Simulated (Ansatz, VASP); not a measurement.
**One calculation of W, two programs**

INCAR

```
ALGO = Fast
EDIFF = 1E-6
ENCUT = 520
GGA = PE
ISIF = 2
ISMEAR = 0
LASPH = True
LCHARG = True
LELF = True
LREAL = False
LVHAR = True
LWAVE = False
NBANDS = 13
NELM = 60
PREC = Accurate
SIGMA = 0.1
```

File KPOINTS:

```
k-points
0
Gamma
  18 18 18
```

The input POSCAR:

```
W
1.0
   -1.5915337470      1.5915337470      1.5915337470
    1.5915337470     -1.5915337470      1.5915337470
    1.5915337470      1.5915337470     -1.5915337470
W
1
Direct
    0.0000000000      0.0000000000      0.0000000000
```

Input for Ansatz:

```yaml
crystal:
  lattice:
    - [-1.591533747, 1.591533747, 1.591533747]
    - [1.591533747, -1.591533747, 1.591533747]
    - [1.591533747, 1.591533747, -1.591533747]
  atoms:
    - { symbol: W, position: [0.0, 0.0, 0.0] }
basis:
  ecutwfc: 420
kpoints:
  mp_grid: { grid: [18, 18, 18] }
hamiltonian:
  xc: pbe
scf:
  occupations: { method: gaussian, width: 0.1 }
output:
  forces: true
  stress: true
  eigenvalues: true
```

Alike in both runs: task single point; functional PBE; k mesh 18 × 18 × 18; occupations gaussian, width 0.1 eV; no spin polarisation.

|  | VASP | Ansatz |
| --- | --- | --- |
| version | VASP 6.6.1 | Ansatz 0.2.0 |
| potentials or method | VASP PAW PBE potentials, release 64 (W_sv), cutoff 520 eV | scalar-relativistic, plane waves, PAW |
| valence electrons in the cell | 14 | 14 |

|  | VASP | Ansatz | Ansatz less VASP |
| --- | --- | --- | --- |
| gap on the k mesh at the Fermi level (eV) | none | none | - |
| pressure (GPa) | 0.6 | 0.1 | -0.45 |

A gap of «none» marks a metal or a gap that the smearing closes.

Spin-orbit coupling is off throughout.
